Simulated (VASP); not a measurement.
Here is a VASP 6.6.1 calculation.

The input POSCAR:

```
W
1.0
    2.7407020000      0.0000000000      0.0000000000
   -0.9135673047      2.5839586360      0.0000000000
   -0.9135673047     -1.2919792573      2.2377738561
W
1
Direct
    0.0000000000      0.0000000000      0.0000000000
```

File INCAR.step1:

```
SYSTEM = W
PREC = Accurate ; ENCUT = 520
ISMEAR = -1 ; SIGMA = 0.1
LREAL = .False. ; LASPH = .True.
NELM = 60 ; NBANDS = 13
GGA = PE ; ALGO = Normal
EDIFF = 1E-4 ; LWAVE = .True.
LCHARG = .False.
```

File INCAR.step2:

```
SYSTEM = W
PREC = Accurate ; ENCUT = 520
EDIFF = 1E-6 ; ISMEAR = -1
SIGMA = 0.1 ; LREAL = .False.
LASPH = .True. ; NELM = 60
ALGO = Normal ; ISIF = 2
LWAVE = .False. ; LCHARG = .False.
METAGGA = R2SCAN ; LMIXTAU = .True.
NBANDS = 13 ; ISTART = 1
```

Contents of KPOINTS:

```
Automatic mesh
0
Gamma
  5 5 5
  0 0 0
```

Potentials or basis: VASP PAW PBE potentials, release 64 (W_sv).

Run with:

```console
$ cat potpaw_PBE.64/W_sv/POTCAR > POTCAR
$ cp INCAR.step1 INCAR
$ mpirun -np 1 vasp_std > vasp.out
$ cp INCAR.step2 INCAR
$ mpirun -np 1 vasp_std > vasp.out
```

Question: What does it give for the pressure?

Answer: 1.9 GPa.

Question: Predict the band gap on the k mesh.

Answer: Zero (band 7 reaches 14.01 eV, above the bottom of band 8 at 10.00 eV).

Caveat: the k points lie up to 0.56 Å⁻¹ apart; the PAW data sets were made with another functional, which shifts forces and pressure a little; spin-orbit coupling is left out, which moves the levels of the heavy elements.
